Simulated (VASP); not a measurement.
Wanted: the native input for a VASP 6.6.1 run.

```
Task                   : relaxation of cell and atoms
Functional             : revPBE
Potentials or basis    : VASP PAW PBE potentials, release 64 (Pb_d, F)
Cutoff                 : 600 eV
k mesh                 : 8 × 8 × 8
Occupations            : fermi-dirac, width 0.05 eV
Spin                   : no spin polarisation
Dipole correction      : no
Further INCAR settings : ALGO = Normal; EDIFF = 1e-07; IBRION = 2; EDIFFG = -0.01; NSW = 60; ISIF = 3
```

The structure of PbF2 lies in POSCAR:

```
PbF2
1.0
    0.0000000000      2.9636600000      2.9636600000
    2.9636600000      0.0000000000      2.9636600000
    2.9636600000      2.9636600000      0.0000000000
Pb F
1 2
Direct
    0.0000000000      0.0000000000      0.0000000000
    0.7500000000      0.7500000000      0.7500000000
    0.2500000000      0.2500000000      0.2500000000
```

These files were run (other wordings do the same):

INCAR

```
SYSTEM = PbF2
ALGO = Normal ; EDIFF = 1E-7
EDIFFG = -0.01 ; ENCUT = 600
GGA = RE ; GGA_COMPAT = .False.
IBRION = 2 ; ISIF = 3
ISMEAR = -1 ; LASPH = .True.
LCHARG = .False. ; LREAL = .False.
LWAVE = .False. ; NELM = 120
NELMIN = 4 ; NSW = 60
PREC = Accurate ; SIGMA = 0.05
```

KPOINTS

```
k-points
0
Gamma
  8 8 8
  0 0 0
```

Potentials or basis: VASP PAW PBE potentials, release 64 (Pb_d, F).

Run with:

```console
$ cat potpaw_PBE.64/Pb_d/POTCAR potpaw_PBE.64/F/POTCAR > POTCAR
$ mpirun -np 1 vasp_std > vasp.out
```

Results of the run:

```
Relaxed volume                        : 18.60 Å³/atom
Relaxed cell                          : a = 4.289 Å, b = 4.289 Å, c = 4.289 Å, α = 60.00°, β = 60.00°, γ = 60.00°
Space group after relaxing (to 0.1 Å) : Fm-3m (No. 225)
Energy gained by relaxing             : 17.7 meV/atom
Ionic steps                           : 3
Pressure after relaxing               : 0.0 GPa
Band gap on the k mesh                : 4.51 eV (least direct gap 4.65 eV)
```

Caveat: the PAW data sets were made with another functional, which shifts forces and pressure a little; spin-orbit coupling is left out, which moves the levels of the heavy elements.

Run time: 60 s on 1 thread of Intel(R) Xeon(R) Platinum 8375C CPU @ 2.90GHz (Ice Lake), with other jobs on the host, peak memory 0.22 GiB.
